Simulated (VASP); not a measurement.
# GaGe in VASP: notebook

Runs on GaGe. Level: LDA. Tasks: single point.

Everything below comes from runs of VASP 6.6.1. Logs are shortened: lines on timing, memory, paths and dates and some standing lists are left out, and cuts for length are marked.

## 1. The cell of the first run

The structure is cubic, space group F-43m (No. 216). The conventional cell has a = 5.622 Å, b = 5.622 Å, c = 5.622 Å, α = 90.00°, β = 90.00°, γ = 90.00°. Ga (site symmetry -43m) has 4 Ge at 2.43 Å within 3.2 Å. Within 3.2 Å of Ge (site symmetry -43m) lie 4 Ga at 2.43 Å.

## 2. Single point, LDA (strain -0.030 along x and y, -0.030 along z)

Input file INCAR:

```
PREC = Accurate
ENCUT = 520
EDIFF = 1E-6
ISMEAR = 0
SIGMA = 0.15
LREAL = F
LASPH = T
NELM = 100
ALGO = Normal
ISIF = 2
LWAVE = F
LCHARG = T
GGA = CA
LELF = T
LVHAR = T
NBANDS = 20
```

Input file KPOINTS:

```
Automatic mesh
0
Gamma
  14 14 14
```

Input file POSCAR:

```
GaGe
1.0
    0.0000000000      2.8109086800      2.8109086800
    2.8109086800      0.0000000000      2.8109086800
    2.8109086800      2.8109086800      0.0000000000
Ga Ge
1 1
Direct
    0.7500000000      0.7500000000      0.7500000000
    0.0000000000      0.0000000000      0.0000000000
```

Potentials or basis: VASP PAW LDA potentials, release 64 (Ga_d, Ge_d).

The run is started by

```
cat potpaw_LDA.64/Ga_d/POTCAR potpaw_LDA.64/Ge_d/POTCAR > POTCAR
mpirun -np 1 vasp_std > vasp.out
```

OUTCAR:

```text
PREC = Accurate
   ENCUT = 520
   EDIFF = 1E-6
   ISMEAR = 0
   LREAL = F
   LASPH = T
   NELM = 100
   ISIF = 2
   GGA = CA

 ion  position               nearest neighbor table
   1  0.750  0.750  0.750-   2 2.43   2 2.43   2 2.43   2 2.43
   2  0.000  0.000  0.000-   1 2.43   1 2.43   1 2.43   1 2.43

  LATTYP: Found a face centered cubic cell.
 ALAT       =     5.6218173600

  Lattice vectors:

 A1 = (   0.0000000000,   2.8109086800,   2.8109086800)
 A2 = (   2.8109086800,   0.0000000000,   2.8109086800)
 A3 = (   2.8109086800,   2.8109086800,   0.0000000000)

Analysis of symmetry for initial positions (statically):
=====================================================================
 Subroutine PRICEL returns:
 Original cell was already a primitive cell.

 Routine SETGRP: Setting up the symmetry group for a
 face centered cubic supercell.

 Subroutine GETGRP returns: Found 24 space group operations
 (whereof 24 operations were pure point group operations)
 out of a pool of 48 trial point group operations.

The static configuration has the point symmetry T_d .

Analysis of symmetry for dynamics (positions and initial velocities):
=====================================================================
 Subroutine PRICEL returns:
 Original cell was already a primitive cell.

 Routine SETGRP: Setting up the symmetry group for a
 face centered cubic supercell.

 Subroutine GETGRP returns: Found 24 space group operations
 (whereof 24 operations were pure point group operations)
 out of a pool of 48 trial point group operations.

The dynamic configuration has the point symmetry T_d .

 Subroutine INISYM returns: Found 24 space group operations
 (whereof 24 operations are pure point group operations),
 and found     1 'primitive' translations

----------------------------------------------------------------------------------------

                                     Primitive cell

  volume of cell :      44.4191

  direct lattice vectors                    reciprocal lattice vectors
     0.000000000  2.810908680  2.810908680    -0.177878422  0.177878422  0.177878422
     2.810908680  0.000000000  2.810908680     0.177878422 -0.177878422  0.177878422
     2.810908680  2.810908680  0.000000000     0.177878422  0.177878422 -0.177878422

  length of vectors
     3.975225178  3.975225178  3.975225178     0.308094464  0.308094464  0.308094464

  position of ions in fractional coordinates (direct lattice)
     0.750000000  0.750000000  0.750000000
     0.000000000  0.000000000  0.000000000

  ion indices of the primitive-cell ions
   primitive index   ion index
                 1           1
                 2           2

----------------------------------------------------------------------------------------

 KPOINTS: Automatic mesh

Automatic generation of k-mesh.
 Grid dimensions read from file:
 generate k-points for:   14   14   14

 Generating k-lattice:

  Cartesian coordinates                     Fractional coordinates (reciprocal lattice)
    -0.012705602  0.012705602  0.012705602     0.071428571  0.000000000  0.000000000
     0.012705602 -0.012705602  0.012705602     0.000000000  0.071428571  0.000000000
     0.012705602  0.012705602 -0.012705602     0.000000000  0.000000000  0.071428571

  Length of vectors
     0.022006747  0.022006747  0.022006747

  Shift w.r.t. Gamma in fractional coordinates (k-lattice)
     0.000000000  0.000000000  0.000000000

 Subroutine IBZKPT returns following result:
 ===========================================

 Found    104 irreducible k-points:

 Following reciprocal coordinates:
            Coordinates               Weight
  0.000000  0.000000  0.000000      1.000000
  0.071429  0.000000  0.000000      8.000000
  0.142857  0.000000  0.000000      8.000000
  0.214286  0.000000  0.000000      8.000000
  0.285714  0.000000  0.000000      8.000000
  0.357143  0.000000  0.000000      8.000000
[... 16 lines left out ...]
  0.214286  0.142857  0.000000     24.000000
  0.285714  0.142857  0.000000     24.000000
 [... further k-points ...]
   k-points           NKPTS =    104   k-points in BZ     NKDIM =    104   number of bands    NBANDS=     20
   number of dos      NEDOS =    301   number of ions     NIONS =      2
   total plane-waves  NPLWV =  27000
   dimension x,y,z NGX =    30 NGY =   30 NGZ =   30
   dimension x,y,z NGXF=    60 NGYF=   60 NGZF=   60
   ions per type =               1   1
   NGX,Y,Z   is equivalent  to a cutoff of  12.55, 12.55, 12.55 a.u.
   NGXF,Y,Z  is equivalent  to a cutoff of  25.09, 25.09, 25.09 a.u.
 SYSTEM =  unknown system
   PREC   = accura    normal or accurate (medium, high low for compatibility)
   ISTART =      0    job   : 0-new  1-cont  2-samecut
   ICHARG =      2    charge: 1-file 2-atom 10-const
   ISPIN  =      1    spin polarized calculation?
   LNONCOLLINEAR =      F non collinear calculations
   LSORBIT =      F    spin-orbit coupling
   LASPH  =      T    aspherical Exc in radial PAW
   ENCUT  =  520.0 eV  38.22 Ry    6.18 a.u.   7.39  7.39  7.39*2*pi/ulx,y,z
   NELM   =    100;   NELMIN=  2; NELMDL= -5     # of ELM steps
   EDIFF  = 0.1E-05   stopping-criterion for ELM
   LREAL  =      F    real-space projection
   EDIFFG = 0.1E-04   stopping-criterion for IOM
   NSW    =      0    number of steps for IOM
   IBRION =     -1    ionic relax: 0-MD 1-quasi-New 2-CG
   NFREE  =      0    steps in history (QN), initial steepest desc. (CG)
   ISIF   =      2    stress and relaxation
   ISYM   =      2    0-nonsym 1-usesym 2-fastsym
   POTIM  = 0.5000    time-step for ionic-motion
   TEBEG  =    0.0;   TEEND  =   0.0 temperature during run
   PSTRESS=    0.0 pullay stress
   NELECT =      27.0000    total number of electrons
   NUPDOWN=      -1.0000    fix difference up-down
   EMIN   =  10.00;   EMAX   =-10.00  energy-range for DOS
   EFERMI =   0.00;   METHOD = LEGACY
   ISMEAR =     0;   SIGMA  =   0.15  broadening in eV -4-tet -1-fermi 0-gaus
   EFERMI_NEDOS =   21; number of points for ismear=-14 and -15
   IALGO  =     38    algorithm
   IMIX   =      4    mixing-type and parameters
     AMIX     =   0.40;   BMIX     =  1.00
     AMIX_MAG =   1.60;   BMIX_MAG =  1.00
  volume/ion in A,a.u.               =      22.21       149.88
  Fermi-wavevector in a.u.,A,eV,Ry     =   1.386775  2.620625 26.165976  1.923145
  Thomas-Fermi vector in A             =   2.511059
   LORBIT       =      0    0 simple, 1 ext, 2 COOP (PROOUT), +10 PAW based schemes
   GGA     = CA    functional components
   LHFCALC =     F    Hartree Fock is set to
   AEXX    =    0.0000 exact exchange contribution
   IVDW    =     0    specifies the selected vdW correction
   LEPSILON=     F    determine dielectric tensor
   LRPA    =     F    only Hartree local field effects (RPA)
 non-spin polarized calculation
 Gauss-broadening in eV      SIGMA  =   0.15
  energy-cutoff  :      520.00
  volume of cell :       44.42
 maximum number of plane-waves:      1243
 NGX is ok and might be reduce to    30
   NGX = 15   NGY = 15   NGZ = 15

 number of electron      27.0000023 magnetization

 Free energy of the ion-electron system (eV)
  ---------------------------------------------------
  ext. energy  EPLUGINS =         0.00000000
  ---------------------------------------------------
  free energy    TOTEN  =        -8.43888570 eV

  energy without entropy =       -8.42618627  energy(sigma->0) =       -8.43253599

 E-fermi :   3.4629     XC(G=0): -10.3201

 val. band max:        3.4620381961   @ k =  -0.2857   0.0714   0.0000
 cond. band min:       3.4655196634   @ k =  -0.3571   0.2143   0.0000
 fundamental gap:      0.0034814673
 Fermi energy:         3.4629446370

 k-point     1 :       0.0000    0.0000    0.0000
  band No.  band energies     occupation
      1     -20.5488      2.00000
      2     -20.5488      2.00000
      3     -20.5488      2.00000
      4     -20.5226      2.00000
      5     -20.5226      2.00000
      6     -11.0113      2.00000
[... 12 lines left out ...]
     19      11.4932      0.00000
     20      14.7733      0.00000

 k-point     2 :       0.0714    0.0000    0.0000
  band No.  band energies     occupation
      1     -20.5488      2.00000
      2     -20.5486      2.00000
      3     -20.5486      2.00000
      4     -20.5225      2.00000
      5     -20.5225      2.00000
      6     -11.0132      2.00000
[... 12 lines left out ...]
     19      11.8800      0.00000
     20      14.1508      0.00000

 k-point     3 :       0.1429    0.0000    0.0000
  band No.  band energies     occupation
      1     -20.5488      2.00000
      2     -20.5481      2.00000
      3     -20.5481      2.00000
      4     -20.5224      2.00000
      5     -20.5224      2.00000
      6     -11.0185      2.00000
[... 12 lines left out ...]
     19      12.7327      0.00000
     20      13.5371      0.00000

 k-point     4 :       0.2143    0.0000    0.0000
  band No.  band energies     occupation
      1     -20.5487      2.00000
      2     -20.5474      2.00000
      3     -20.5474      2.00000
      4     -20.5221      2.00000
      5     -20.5221      2.00000
      6     -11.0261      2.00000
[... 12 lines left out ...]
     19      13.0252      0.00000
     20      13.3290      0.00000

 k-point     5 :       0.2857    0.0000    0.0000
  band No.  band energies     occupation
      1     -20.5487      2.00000
      2     -20.5466      2.00000
      3     -20.5466      2.00000
      4     -20.5218      2.00000
      5     -20.5218      2.00000
      6     -11.0346      2.00000
[... 12 lines left out ...]
     19      12.7933      0.00000
     20      13.6522      0.00000
[... 353 lines left out ...]
      6     -11.0168      2.00000
[... 12 lines left out ...]
     19      12.4268      0.00000
     20      13.3529      0.00000

 k-point    22 :       0.1429    0.1429    0.0000
  band No.  band energies     occupation
      1     -20.5497      2.00000
      2     -20.5473      2.00000
      3     -20.5473      2.00000
      4     -20.5231      2.00000
      5     -20.5216      2.00000
      6     -11.0254      2.00000
[... 12 lines left out ...]
     19      12.0908      0.00000
     20      13.2050      0.00000

 k-point    23 :       0.2143    0.1429    0.0000
  band No.  band energies     occupation
      1     -20.5500      2.00000
      2     -20.5467      2.00000
      3     -20.5466      2.00000
      4     -20.5232      2.00000
      5     -20.5212      2.00000
      6     -11.0319      2.00000
[... 12 lines left out ...]
     19      12.1351      0.00000
     20      14.0066      0.00000

 k-point    24 :       0.2857    0.1429    0.0000
  band No.  band energies     occupation
      1     -20.5500      2.00000
      2     -20.5461      2.00000
      3     -20.5458      2.00000
      4     -20.5232      2.00000
      5     -20.5208      2.00000
      6     -11.0385      2.00000
[... 12 lines left out ...]
     19      13.0681      0.00000
     20      14.4964      0.00000

 [... further k-points ...]

------------------------ aborting loop because EDIFF is reached ----------------------------------------

  FORCE on cell =-STRESS in cart. coord.  units (eV):
  Direction    XX          YY          ZZ          XY          YZ          ZX
  --------------------------------------------------------------------------------------
  -------------------------------------------------------------------------------------
  Total        0.1636022      0.1636022      0.1636022      0.0000000     -0.0000000     -0.0000000
  in kB        5.9010531      5.9010531      5.9010531      0.0000000     -0.0000000     -0.0000000
  external PRESSURE =       5.9010531 kB  Pullay stress =       0.0000000 kB

 VOLUME and BASIS-vectors are now :
 -----------------------------------------------------------------------------
  energy-cutoff  :      520.00
  volume of cell :       44.42
      direct lattice vectors                 reciprocal lattice vectors
     0.000000000  2.810908680  2.810908680    -0.177878422  0.177878422  0.177878422
     2.810908680  0.000000000  2.810908680     0.177878422 -0.177878422  0.177878422
     2.810908680  2.810908680  0.000000000     0.177878422  0.177878422 -0.177878422

 POSITION                                       TOTAL-FORCE (eV/Angst)
 -----------------------------------------------------------------------------------
      4.21636      4.21636      4.21636        -0.000000     -0.000000     -0.000000
      0.00000      0.00000      0.00000         0.000000      0.000000      0.000000
 -----------------------------------------------------------------------------------
    total drift:                               -0.000002     -0.000002     -0.000002

  FREE ENERGIE OF THE ION-ELECTRON SYSTEM (eV)
  ---------------------------------------------------
  free  energy   TOTEN  =        -8.4388857000 eV

  energy  without entropy=       -8.4261862720  energy(sigma->0) =       -8.43253599
```

Wall time 40 s (1 thread of Intel Xeon Platinum 8559C (Emerald Rapids), shared host); peak memory 0.21 GiB.

Results:

```yaml
Free_energy: -8.4389 eV
Pressure: 0.6 GPa
Band_gap_on_the_k_mesh: zero (an odd number of electrons rules out a gap without spin polarisation)
```

Caveat: the cell differs from its parent crystal (strain -0.030 along x and y, -0.030 along z); an odd number of electrons without spin polarisation forces a metal; a magnetic or distorted state may lie lower.

## 3. Single point, LDA (strain -0.030 along x and y, +0.000 along z)

Input file INCAR:

```
SYSTEM = GaGe
ALGO = Normal
EDIFF = 1E-6
ENCUT = 520
GGA = CA
ISIF = 2
ISMEAR = 0
LASPH = .TRUE.
LCHARG = .FALSE.
LREAL = .FALSE.
LWAVE = .FALSE.
NBANDS = 20
NELM = 100
PREC = Accurate
SIGMA = 0.15
```

Input file KPOINTS:

```
k-points
0
G
  14 14 14
  0 0 0
```

Input file POSCAR:

```
GaGe
1.0
    0.0000000000      2.8109086800      2.8978440000
    2.8109086800      0.0000000000      2.8978440000
    2.8109086800      2.8109086800      0.0000000000
Ga Ge
1 1
Direct
    0.7500000000      0.7500000000      0.7500000000
    0.0000000000      0.0000000000      0.0000000000
```

Potentials or basis: VASP PAW LDA potentials, release 64 (Ga_d, Ge_d).

The run is started by

```
cat potpaw_LDA.64/Ga_d/POTCAR potpaw_LDA.64/Ge_d/POTCAR > POTCAR
mpirun -np 1 vasp_std > vasp.out
```

Run time: 83 s. Hardware: 1 thread of Intel Xeon Platinum 8559C (Emerald Rapids), shared host; peak memory 0.33 GiB.

The run converged. Its results:

* Free energy: -8.4365 eV
* Pressure: -1.2 GPa
* Band gap on the k mesh: zero (an odd number of electrons rules out a gap without spin polarisation)

Stress tensor (GPa, compression positive):
```
-1.29  0.00  0.00
 0.00 -1.29  0.00
 0.00  0.00 -1.16
```

Levels at points of the mesh, in eV from the Fermi level:
| k point | band 11 | band 12 | band 13 | band 14 | band 15 | band 16 | band 17 | band 18 |
| --- | --- | --- | --- | --- | --- | --- | --- | --- |
| (0.00, 0.00, 0.00) | -10.86 | 1.71 | 1.92 | 1.92 | 2.54 | 4.49 | 4.49 | 4.60 |
| (0.50, 0.00, 0.00) | -8.74 | -5.55 | 0.31 | 0.59 | 2.29 | 5.44 | 5.63 | 8.31 |
| (0.50, 0.50, 0.00) | -7.69 | -6.07 | -1.15 | -1.15 | 2.50 | 2.67 | 11.55 | 11.55 |
| (0.50, 0.00, 0.50) | -7.55 | -5.89 | -1.38 | -1.36 | 2.27 | 2.40 | 11.43 | 11.56 |

Caveat: the cell differs from its parent crystal (strain -0.030 along x and y, +0.000 along z); an odd number of electrons without spin polarisation forces a metal; a magnetic or distorted state may lie lower.

## 4. Single point, LDA (strain +0.000 along x and y, +0.030 along z)

Input file INCAR:

```
SYSTEM = GaGe
PREC = Accurate
ENCUT = 520
EDIFF = 1E-6
ISMEAR = 0
SIGMA = 0.15
LREAL = .False.
LASPH = .True.
NELM = 100
ALGO = Normal
ISIF = 2
LWAVE = .False.
LCHARG = .True.
GGA = CA
LELF = .True.
LVHAR = .True.
NBANDS = 20
```

Input file KPOINTS:

```
regular mesh
0
Gamma
  14 14 14
  0 0 0
```

Input file POSCAR:

```
GaGe
1.0
    0.0000000000      2.8978440000      2.9847793200
    2.8978440000      0.0000000000      2.9847793200
    2.8978440000      2.8978440000      0.0000000000
Ga Ge
1 1
Direct
    0.7500000000      0.7500000000      0.7500000000
    0.0000000000      0.0000000000      0.0000000000
```

The run is started by

```
cat potpaw_LDA.64/Ga_d/POTCAR potpaw_LDA.64/Ge_d/POTCAR > POTCAR
mpirun -np 1 vasp_std > vasp.out
```

Wall time 83 s (1 thread of Intel Xeon Platinum 8559C (Emerald Rapids), shared host); peak memory 0.34 GiB.

Results (log left out):

* Free energy: -8.3443 eV
* Pressure: -5.2 GPa
* Band gap on the k mesh: zero (an odd number of electrons rules out a gap without spin polarisation)

Stress tensor (GPa, compression positive):
```
-5.19  0.00  0.00
 0.00 -5.19  0.00
 0.00  0.00 -5.28
```

Levels at points of the mesh, in eV from the Fermi level:
| k point | band 10 | band 11 | band 12 | band 13 | band 14 | band 15 | band 16 | band 17 | band 18 | band 19 |
| --- | --- | --- | --- | --- | --- | --- | --- | --- | --- | --- |
| (0.00, 0.00, 0.00) | -14.34 | -10.35 | 1.54 | 1.66 | 1.73 | 1.73 | 4.29 | 4.29 | 4.40 | 7.48 |
| (0.50, 0.00, 0.00) | -14.34 | -8.48 | -5.26 | 0.29 | 0.53 | 1.86 | 5.24 | 5.40 | 8.09 | 11.05 |
| (0.50, 0.50, 0.00) | -14.34 | -7.55 | -5.83 | -1.03 | -1.03 | 2.45 | 2.56 | 10.66 | 10.66 | 11.72 |
| (0.50, 0.00, 0.50) | -14.33 | -7.43 | -5.68 | -1.23 | -1.21 | 2.25 | 2.32 | 10.59 | 10.69 | 11.83 |

Caveat: the cell differs from its parent crystal (strain +0.000 along x and y, +0.030 along z); the cell stands under tension; an odd number of electrons without spin polarisation forces a metal; a magnetic or distorted state may lie lower.

## 5. Overview

| cell | gap on the mesh (eV) | pressure (GPa) |
| --- | --- | --- |
| a = 3.975 Å, angles 60.0°, 2 atoms | none | 0.6 |
| a = 4.037, b = 4.037, c = 3.975 Å, angles 60.5, 60.5, 59.0°, 2 atoms | none | -1.2 |
| a = 4.160, b = 4.160, c = 4.098 Å, angles 60.5, 60.5, 59.0°, 2 atoms | none | -5.2 |

Alike in all rows: task single point; level LDA; potentials or basis VASP PAW LDA potentials, release 64 (Ga_d, Ge_d); no spin polarisation; k mesh 14 × 14 × 14; cutoff (eV) 520; smearing gaussian 0.15 eV.

Caveats: an odd number of electrons without spin polarisation forces a metal; a magnetic or distorted state may lie lower; the cell stands under tension (at least some runs).

Total energies depend on the potentials used, so only differences within one code and one set of settings carry meaning.

The gap in the log of VASP goes by the Fermi energy; the results here count the filled bands.